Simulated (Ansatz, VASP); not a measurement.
SrCl2: VASP beside Ansatz

Contents of INCAR:

```
ALGO = Normal
EDIFF = 1E-6
ENCUT = 520
GGA = PE
ISIF = 2
ISMEAR = 0
LASPH = T
LCHARG = F
LREAL = F
LWAVE = F
NBANDS = 19
NELM = 80
PREC = Accurate
SIGMA = 0.05
```

The input KPOINTS:

```
k-points
0
Gamma
  6 6 6
```

The input POSCAR:

```
SrCl2
1.0
    0.0000000000      3.4445781291      3.7322004029
    3.4445781291      0.0000000000      3.7322004029
    3.4445781291      3.4445781291      0.0000000000
Sr Cl
1 2
Direct
    0.0000000000      0.0000000000      0.0000000000
    0.2500000000      0.2500000000      0.2500000000
    0.7500000000      0.7500000000      0.7500000000
```

Input for Ansatz:

```yaml
crystal:
  lattice:
    - [0.0, 3.4445781291, 3.7322004029]
    - [3.4445781291, 0.0, 3.7322004029]
    - [3.4445781291, 3.4445781291, 0.0]
  atoms:
    - { symbol: Sr, position: [0.0, 0.0, 0.0] }
    - { symbol: Cl, position: [0.25, 0.25, 0.25] }
    - { symbol: Cl, position: [0.75, 0.75, 0.75] }
basis:
  ecutwfc: 420
kpoints:
  mp_grid: { grid: [6, 6, 6] }
hamiltonian:
  xc: pbe
scf:
  occupations: { method: gaussian, width: 0.05 }
output:
  forces: true
  stress: true
  eigenvalues: true
```

Alike in both runs: task single point; functional PBE; k mesh 6 × 6 × 6; occupations gaussian, width 0.05 eV; no spin polarisation.

|  | VASP | Ansatz |
| --- | --- | --- |
| version | VASP 6.6.1 | Ansatz 0.2.0 |
| potentials or method | VASP PAW PBE potentials, release 64 (Sr_sv, Cl), cutoff 520 eV | scalar-relativistic, plane waves, PAW |
| valence electrons in the cell | 24 | 24 |

Ansatz gave:

```
gap on the k mesh at the Fermi level (eV)                     : 4.82
least direct gap on the mesh (eV)                             : 5.11
pressure (GPa)                                                : -0.4
traceless stress, the component that is largest in VASP (GPa) : -2.59
```

Task: Which values does VASP return?

Result: gap on the k mesh at the Fermi level (eV): 4.81; least direct gap on the mesh (eV): 5.11; pressure (GPa): -0.4; traceless stress, the component that is largest in VASP (GPa): -2.58.
